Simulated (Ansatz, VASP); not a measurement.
AgI: VASP beside Ansatz

```
Ag I
1.0
     0.00000    3.28857    3.28857
     3.28857    0.00000    3.28857
     3.28857    3.28857    0.00000
Ag I
1 1
Cartesian
  0.0000 0.0000 0.0000
  1.6443 1.6443 1.6443
```

Alike in both runs: task single point; functional r2SCAN; k mesh 4 × 4 × 4; occupations methfessel-paxton of order 1, width 0.001 eV; no spin polarisation.

|  | VASP | Ansatz |
| --- | --- | --- |
| version | VASP 6.6.1 | Ansatz 0.2.0 |
| potentials or method | VASP PAW PBE potentials, release 64 (Ag, I) | plane waves |
| plane-wave cutoff (eV) | 550 | 500 |
| valence electrons in the cell | 18 | 36 |

Ansatz gave:

```
gap on the k mesh at the Fermi level (eV) : 1.82
pressure (GPa)                            : 0.1
```

Question: Estimate VASP's values.

Answer: gap on the k mesh at the Fermi level (eV): 1.79; pressure (GPa): 0.0.

VASP's potentials were made for PBE, not for r2SCAN. The functional is the same, so the differences come from potentials, cutoffs and numerics. VASP's potentials hold 18 valence electrons a cell and Ansatz's 36, so a difference there can come from the potentials and not from the codes.

Neither program's run includes spin-orbit coupling.
